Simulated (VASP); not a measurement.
Set up this calculation in VASP 6.6.1, as the native input.

```
Task                   : single point
Functional             : PBE
Potentials or basis    : VASP PAW PBE potentials, release 64 (W_sv)
Cutoff                 : 520 eV
k mesh                 : 18 × 18 × 18
Occupations            : gaussian, width 0.1 eV
Spin                   : no spin polarisation
Dipole correction      : no
Further INCAR settings : ALGO = Normal; EDIFF = 1e-07; NBANDS = 13
```

The structure of W lies in POSCAR:

```
W
1.0
   -1.5592833158      1.5592833158      1.5592833158
    1.5592833158     -1.5592833158      1.5592833158
    1.5592833158      1.5592833158     -1.5592833158
W
1
Direct
    0.0000000000      0.0000000000      0.0000000000
```

This cell differs from its parent crystal: volume scaled by 0.94.

These files were run (other wordings do the same):

INCAR

```
SYSTEM = W
PREC = Accurate ; ENCUT = 520
EDIFF = 1E-7 ; ISMEAR = 0
SIGMA = 0.1 ; LREAL = .FALSE.
LASPH = .TRUE. ; NELM = 60
ALGO = Normal ; ISIF = 2
LWAVE = .FALSE. ; LCHARG = .FALSE.
GGA = PE ; NBANDS = 13
```

KPOINTS

```
Automatic mesh
0
G
  18 18 18
  0 0 0
```

Potentials or basis: VASP PAW PBE potentials, release 64 (W_sv).

Launch:

```bash
$ cat potpaw_PBE.64/W_sv/POTCAR > POTCAR
$ mpirun -np 1 vasp_std > vasp.out
```

It gave:

```json
{"Pressure": "22.4 GPa", "Band gap on the k mesh": "zero (band 7 reaches 17.59 eV, above the bottom of band 8 at 10.79 eV)"}
```

Caveat: spin-orbit coupling is left out, which moves the levels of the heavy elements.

Run time: 17 s on 1 thread of AMD EPYC 9R45 96-Core Processor (Zen 5), on a shared host, peak memory 0.12 GiB.
